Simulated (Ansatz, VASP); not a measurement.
GaN in VASP and in Ansatz

Contents of INCAR:

```
SYSTEM = GaN
PREC = Accurate
ENCUT = 520
EDIFF = 1E-6
ISMEAR = -1
SIGMA = 0.02
LREAL = .FALSE.
LASPH = .TRUE.
NELM = 60
ALGO = Normal
ISIF = 2
LWAVE = .FALSE.
LCHARG = .FALSE.
LDIPOL = .TRUE.
IDIPOL = 3
DIPOL = 0.5 0.5 0.500
GGA = PE
NBANDS = 46
```

Contents of KPOINTS:

```
regular mesh
0
G
  8 6 1
  0 0 0
```

Contents of POSCAR:

```
GaN
1.0
    3.2162655405      0.0000000000      0.0000000000
    0.0000000000      4.5484863476      0.0000000000
    0.0000000000      0.0000000000     20.8244000000
Ga N
4 4
Direct
    0.0000000000      0.8388526372      0.3947853182
    0.5000000000      0.3829061757      0.4578318904
    0.0000000000      0.8829060040      0.5421681881
    0.5000000000      0.3388527936      0.6052146853
    0.5000000000      0.6389935103      0.3826538084
    0.0000000000      0.1392475005      0.4609881059
    0.5000000000      0.6392475587      0.5390118585
    0.0000000000      0.1389938199      0.6173461441
```

Input for Ansatz:

```yaml
crystal:
  lattice:
    - [3.2162655405, 0.0, 0.0]
    - [0.0, 4.5484863476, 0.0]
    - [0.0, 0.0, 20.8244]
  atoms:
    - { symbol: Ga, position: [0.0, 0.8388526372, 0.3947853182] }
    - { symbol: "N", position: [0.5, 0.6389935103, 0.3826538084] }
    - { symbol: Ga, position: [0.5, 0.3829061757, 0.4578318904] }
    - { symbol: "N", position: [0.0, 0.1392475005, 0.4609881059] }
    - { symbol: Ga, position: [0.0, 0.882906004, 0.5421681881] }
    - { symbol: "N", position: [0.5, 0.6392475587, 0.5390118585] }
    - { symbol: Ga, position: [0.5, 0.3388527936, 0.6052146853] }
    - { symbol: "N", position: [0.0, 0.1389938199, 0.6173461441] }
kpoints:
  mp_grid: { grid: [8, 6, 1] }
scf:
  occupations: { method: fermi_dirac, width: 0.02 }
hamiltonian:
  xc: pbe
  pseudopotentials: { kind: all_electron, lapw: { basis_error: 0.001 } }
output:
  forces: true
  stress: true
  eigenvalues: true
efield:
  axis: 3
  amplitude: 0
  dipole_correction: true
```

Alike in both runs: task single point; functional PBE; k mesh 8 × 6 × 1; occupations fermi-dirac, width 0.02 eV; no spin polarisation.

|  | VASP | Ansatz |
| --- | --- | --- |
| version | VASP 6.6.1 | Ansatz 0.2.0 |
| potentials or method | VASP PAW PBE potentials, release 64 (Ga_d, N), cutoff 520 eV | all-electron LAPW, scalar-relativistic |

```tsv
	VASP	Ansatz	Ansatz less VASP
gap on the k mesh at the Fermi level (eV)	1.53	1.54	+0.015
rms of the force components (eV/Å)	0.010	0.003	-0.0069
```

Ansatz ran all-electron here, and VASP with PAW potentials.
